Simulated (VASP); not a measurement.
Input of a VASP 6.6.1 run:

The input INCAR:

```
PREC = Accurate ; ENCUT = 520
EDIFF = 1E-7 ; ISMEAR = 0
SIGMA = 0.01 ; LREAL = Auto
LASPH = True ; NELM = 80
ALGO = Normal ; ISIF = 2
LWAVE = False ; LCHARG = False
GGA = PE ; NBANDS = 86
```

File KPOINTS:

```
Automatic mesh
0
Gamma
  2 2 2
```

POSCAR

```
GaP
1.0
    0.0000000000      5.5051169764     -5.5051169764
    5.5051169764      5.5051169764      0.0000000000
    5.5051169764      0.0000000000     -5.5051169764
Ga P
8 8
Direct
    0.5000000000      0.5000000000      0.0000000000
    0.5000000000      0.0000000000      0.0000000000
    1.0000000000      0.5000000000      0.0000000000
    1.0000000000      0.0000000000      0.0000000000
    0.5000000000      0.5000000000      0.5000000000
    0.5000000000      0.0000000000      0.5000000000
    1.0000000000      0.5000000000      0.5000000000
    1.0000000000      0.0000000000      0.5000000000
    0.3750000000      0.3750000000      0.3750000000
    0.3750000000      0.8750000000      0.3750000000
    0.8750000000      0.3750000000      0.3750000000
    0.8750000000      0.8750000000      0.3750000000
    0.3750000000      0.3750000000      0.8750000000
    0.3750000000      0.8750000000      0.8750000000
    0.8750000000      0.3750000000      0.8750000000
    0.8750000000      0.8750000000      0.8750000000
```

Potentials or basis: VASP PAW PBE potentials, release 64 (Ga_d, P).

Launch:

```bash
$ cat potpaw_PBE.64/Ga_d/POTCAR potpaw_PBE.64/P/POTCAR > POTCAR
$ mpirun -np 1 vasp_std > vasp.out
```

(1) Estimate the band gap on the k mesh.

(2) Estimate the pressure.

Answers

(1) 1.56 eV.

(2) 0.4 GPa.

Caveat: the k points lie up to 0.49 Å⁻¹ apart.
